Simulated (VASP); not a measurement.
Input of a VASP 6.6.1 run:

Contents of INCAR:

```
SYSTEM = Na
PREC = Accurate
ENCUT = 500
EDIFF = 1E-6
ISMEAR = -1
SIGMA = 0.05
LREAL = .False.
LASPH = .True.
NELM = 120
ALGO = Normal
ISIF = 2
LWAVE = .False.
LCHARG = .False.
GGA = PS
NBANDS = 10
GGA_COMPAT = .False.
```

File KPOINTS:

```
regular mesh
0
Gamma
  12 12 12
  0 0 0
```

Contents of POSCAR:

```
Na
1.0
   -2.1040267987      2.1040267987      2.1040267987
    2.1040267987     -2.1040267987      2.1040267987
    2.1040267987      2.1040267987     -2.1040267987
Na
1
Direct
    0.0000000000      0.0000000000      0.0000000000
```

Potentials or basis: VASP PAW PBE potentials, release 64 (Na_pv).

Command:

```console
$ cat potpaw_PBE.64/Na_pv/POTCAR > POTCAR
$ mpirun -np 1 vasp_std > vasp.out
```

Question: What does it give for the pressure?

Answer: -0.2 GPa.

Caveat: the PAW data sets were made with another functional, which shifts forces and pressure a little.
